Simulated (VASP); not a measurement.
# Sb in VASP: notebook

The runs below take Sb through single point, with PBEsol.

Everything below comes from runs of VASP 6.6.1. Logs are shortened: lines on timing, memory, paths and dates and some standing lists are left out, and cuts for length are marked.

### Step 1. The cell of the first run

Symmetry: R-3m, No. 166, trigonal system. Conventional cell: a = 3.276 Å, b = 3.276 Å, c = 7.905 Å, α = 90.00°, β = 90.00°, γ = 120.00°. Within 4.3 Å of Sb (site symmetry -3m) lie 12 Sb at 3.24 to 3.28 Å.

### Step 2. Single point, PBEsol (equal xy, yz and zx shear strains of -1 %)

INCAR

```
SYSTEM = Sb
PREC = Accurate
ENCUT = 520
EDIFF = 1E-7
ISMEAR = -1
SIGMA = 0.03
LREAL = .FALSE.
LASPH = .TRUE.
NELM = 100
ALGO = Normal
ISIF = 2
LWAVE = .FALSE.
LCHARG = .FALSE.
GGA = PS
NBANDS = 8
```

KPOINTS

```
Automatic mesh
0
G
  14 14 14
  0 0 0
```

POSCAR

```
Sb
1.0
   -0.0230500000      2.2934750000      2.2934750000
    2.2934750000     -0.0230500000      2.2934750000
    2.2934750000      2.2934750000     -0.0230500000
Sb
1
Direct
    0.0000000000      0.0000000000      0.0000000000
```

Potentials or basis: VASP PAW PBE potentials, release 64 (Sb).

Command:

```sh
$ cat potpaw_PBE.64/Sb/POTCAR > POTCAR
$ mpirun -np 1 vasp_std > vasp.out
```

OUTCAR:

```text
SYSTEM = Sb
   PREC = Accurate
   ENCUT = 520
   EDIFF = 1E-7
   ISMEAR = -1
   LREAL = .FALSE.
   LASPH = .TRUE.
   NELM = 100
   ISIF = 2
   GGA = PS

 ion  position               nearest neighbor table
   1  0.000  0.000  0.000-

  LATTYP: Found a trigonal (rhomboedric) cell.
 ALAT       =     3.2435453525
 COS(alpha) =     0.4899250057

  Lattice vectors:

 A1 = (  -0.0230500000,   2.2934750000,   2.2934750000)
 A2 = (   2.2934750000,  -0.0230500000,   2.2934750000)
 A3 = (   2.2934750000,   2.2934750000,  -0.0230500000)

Analysis of symmetry for initial positions (statically):
=====================================================================
 Subroutine PRICEL returns:
 Original cell was already a primitive cell.

 Routine SETGRP: Setting up the symmetry group for a
 trigonal (rhombohedral) supercell.

 Subroutine GETGRP returns: Found 12 space group operations
 (whereof 12 operations were pure point group operations)
 out of a pool of 12 trial point group operations.

The static configuration has the point symmetry D_3d.

Analysis of symmetry for dynamics (positions and initial velocities):
=====================================================================
 Subroutine PRICEL returns:
 Original cell was already a primitive cell.

 Routine SETGRP: Setting up the symmetry group for a
 trigonal (rhombohedral) supercell.

 Subroutine GETGRP returns: Found 12 space group operations
 (whereof 12 operations were pure point group operations)
 out of a pool of 12 trial point group operations.

The dynamic configuration has the point symmetry D_3d.

 Subroutine INISYM returns: Found 12 space group operations
 (whereof 12 operations are pure point group operations),
 and found     1 'primitive' translations

----------------------------------------------------------------------------------------

                                     Primitive cell

  volume of cell :      24.4912

  direct lattice vectors                    reciprocal lattice vectors
    -0.023050000  2.293475000  2.293475000    -0.214750433  0.216930641  0.216930641
     2.293475000 -0.023050000  2.293475000     0.216930641 -0.214750433  0.216930641
     2.293475000  2.293475000 -0.023050000     0.216930641  0.216930641 -0.214750433

  length of vectors
     3.243545353  3.243545353  3.243545353     0.374480379  0.374480379  0.374480379

[... 72 lines left out ...]
   ISPIN  =      1    spin polarized calculation?
   LNONCOLLINEAR =      F non collinear calculations
   LSORBIT =      F    spin-orbit coupling
   LASPH  =      T    aspherical Exc in radial PAW
   ENCUT  =  520.0 eV  38.22 Ry    6.18 a.u.   6.03  6.03  6.03*2*pi/ulx,y,z
   NELM   =    100;   NELMIN=  2; NELMDL= -5     # of ELM steps
   EDIFF  = 0.1E-06   stopping-criterion for ELM
   LREAL  =      F    real-space projection
   EDIFFG = 0.1E-05   stopping-criterion for IOM
   NSW    =      0    number of steps for IOM
   IBRION =     -1    ionic relax: 0-MD 1-quasi-New 2-CG
   NFREE  =      0    steps in history (QN), initial steepest desc. (CG)
   ISIF   =      2    stress and relaxation
   ISYM   =      2    0-nonsym 1-usesym 2-fastsym
   POTIM  = 0.5000    time-step for ionic-motion
   TEBEG  =    0.0;   TEEND  =   0.0 temperature during run
   PSTRESS=    0.0 pullay stress
   NELECT =       5.0000    total number of electrons
   NUPDOWN=      -1.0000    fix difference up-down
   EMIN   =  10.00;   EMAX   =-10.00  energy-range for DOS
   EFERMI =   0.00;   METHOD = LEGACY
   ISMEAR =    -1;   SIGMA  =   0.03  broadening in eV -4-tet -1-fermi 0-gaus
   EFERMI_NEDOS =   21; number of points for ismear=-14 and -15
   IALGO  =     38    algorithm
   IMIX   =      4    mixing-type and parameters
     AMIX     =   0.40;   BMIX     =  1.00
     AMIX_MAG =   1.60;   BMIX_MAG =  1.00
  volume/ion in A,a.u.               =      24.49       165.27
  Fermi-wavevector in a.u.,A,eV,Ry     =   0.963965  1.821631 12.642933  0.929229
  Thomas-Fermi vector in A             =   2.093556
   LORBIT       =      0    0 simple, 1 ext, 2 COOP (PROOUT), +10 PAW based schemes
   GGA     = PS    functional components
   LHFCALC =     F    Hartree Fock is set to
   AEXX    =    0.0000 exact exchange contribution
   IVDW    =     0    specifies the selected vdW correction
   LEPSILON=     F    determine dielectric tensor
   LRPA    =     F    only Hartree local field effects (RPA)
 non-spin polarized calculation
  energy-cutoff  :      520.00
  volume of cell :       24.49
 maximum number of plane-waves:       672
   NGX = 13   NGY = 13   NGZ = 13

 number of electron       5.0000000 magnetization

 Free energy of the ion-electron system (eV)
  ---------------------------------------------------
  ext. energy  EPLUGINS =         0.00000000
  ---------------------------------------------------
  free energy    TOTEN  =        -4.26712697 eV

  energy without entropy =       -4.26471606  energy(sigma->0) =       -4.26592151

 E-fermi :   9.6969     XC(G=0): -10.7492

 val. band max:        9.6968714096   @ k =  -0.1429   0.3571   0.0714
 cond. band min:       9.7006566150   @ k =  -0.3571  -0.4286   0.0714
 fundamental gap:      0.0037852054
 Fermi energy:         9.6969210386

 k-point     1 :       0.0000    0.0000    0.0000
  band No.  band energies     occupation
      1      -4.0586      2.00000
      2      15.5908      0.00000
      3      15.5908      0.00000
      4      15.9188      0.00000
      5      19.8631      0.00000
      6      19.8631      0.00000
      7      19.9159      0.00000
      8      20.1949      0.00000
[... 243 lines left out ...]
 k-point    24 :       0.2857    0.1429    0.0000
  band No.  band energies     occupation
      1      -2.4525      2.00000
      2       9.4020      1.99989
      3      12.8761      0.00000
      4      13.2818      0.00000
      5      17.0828      0.00000
      6      18.7111      0.00000
      7      22.3401      0.00000
      8      22.7389      0.00000

 [... further k-points ...]
[... 5 lines left out ...]
  --------------------------------------------------------------------------------------
  -------------------------------------------------------------------------------------
  Total        0.7916234      0.7916234      0.7916234     -0.0644386     -0.0644386     -0.0644386
  in kB       51.7868061     51.7868061     51.7868061     -4.2154777     -4.2154777     -4.2154777
  external PRESSURE =      51.7868061 kB  Pullay stress =       0.0000000 kB

 VOLUME and BASIS-vectors are now :
 -----------------------------------------------------------------------------
  energy-cutoff  :      520.00
  volume of cell :       24.49
      direct lattice vectors                 reciprocal lattice vectors
    -0.023050000  2.293475000  2.293475000    -0.214750433  0.216930641  0.216930641
     2.293475000 -0.023050000  2.293475000     0.216930641 -0.214750433  0.216930641
     2.293475000  2.293475000 -0.023050000     0.216930641  0.216930641 -0.214750433

 POSITION                                       TOTAL-FORCE (eV/Angst)
 -----------------------------------------------------------------------------------
      0.00000      0.00000      0.00000         0.000000      0.000000     -0.000000
 -----------------------------------------------------------------------------------
    total drift:                                0.000000     -0.000000     -0.000000

  FREE ENERGIE OF THE ION-ELECTRON SYSTEM (eV)
  ---------------------------------------------------
  free  energy   TOTEN  =        -4.2671269688 eV

  energy  without entropy=       -4.2647160587  energy(sigma->0) =       -4.26592151
```

stdout:

```text
POSCAR found type information on POSCAR Sb
 POSCAR found :  1 types and       1 ions
 scaLAPACK will be used
 -----------------------------------------------------------------------------
|                                                                             |
|                                                                             |
|     You enforced a specific xc type in the INCAR file but a different       |
|     I HOPE YOU KNOW WHAT YOU ARE DOING!                                     |
|                                                                             |
 -----------------------------------------------------------------------------

 LDA part: xc-table for (Slater+PW92), standard interpolation
 POSCAR, INCAR and KPOINTS ok, starting setup
 FFT: planning ... GRIDC
 FFT: planning ... GRID_SOFT
 FFT: planning ... GRID
 WAVECAR not read
 entering main loop
```

Run time: 22 s. Hardware: 1 thread of AMD EPYC 7R13, shared host; peak memory 0.18 GiB.

Results:

- Free energy: -4.2671 eV
- Pressure: 5.2 GPa

Stress tensor (GPa, compression positive):
```
 5.18 -0.42 -0.42
-0.42  5.18 -0.42
-0.42 -0.42  5.18
```

Caveat: the cell differs from its parent crystal (equal xy, yz and zx shear strains of -1 %); the PAW data sets were made with another functional, which shifts forces and pressure a little; spin-orbit coupling is left out, which moves the levels of the heavy elements.

### Step 3. Single point, PBEsol (volume scaled by 0.96)

INCAR

```
SYSTEM = Sb
  PREC = Accurate
  ENCUT = 520
  EDIFF = 1E-6
  ISMEAR = -1
  SIGMA = 0.03
  LREAL = .False.
  LASPH = .True.
  NELM = 100
  ALGO = Normal
  ISIF = 2
  LWAVE = .False.
  LCHARG = .False.
  GGA = PS
  NBANDS = 8
```

KPOINTS

```
regular mesh
0
Gamma
  14 14 14
  0 0 0
```

POSCAR

```
Sb
1.0
    0.0000000000      2.2738475325      2.2738475325
    2.2738475325      0.0000000000      2.2738475325
    2.2738475325      2.2738475325      0.0000000000
Sb
1
Direct
    0.0000000000      0.0000000000      0.0000000000
```

Potentials or basis: VASP PAW PBE potentials, release 64 (Sb).

Command:

```sh
$ cat potpaw_PBE.64/Sb/POTCAR > POTCAR
$ mpirun -np 1 vasp_std > vasp.out
```

Wall time 4.2 s (1 thread of Intel Xeon 6975P-C (Granite Rapids), shared host); peak memory 0.15 GiB.

Results (log left out):

* Free energy: -4.2224 eV
* Pressure: 9.3 GPa

Levels at points of the mesh, in eV from the Fermi level:
| k point | band 1 | band 2 | band 3 | band 4 | band 5 | band 6 |
| --- | --- | --- | --- | --- | --- | --- |
| (0.00, 0.00, 0.00) | -14.11 | 6.34 | 6.34 | 6.34 | 10.19 | 10.43 |
| (0.50, 0.00, 0.00) | -9.55 | -6.78 | 4.29 | 4.29 | 9.10 | 9.46 |
| (0.50, 0.50, 0.00) | -7.51 | -5.73 | 0.37 | 0.37 | 4.27 | 4.54 |

Caveat: the PAW data sets were made with another functional, which shifts forces and pressure a little; spin-orbit coupling is left out, which moves the levels of the heavy elements.

(Part 1 of 2 ends here.)
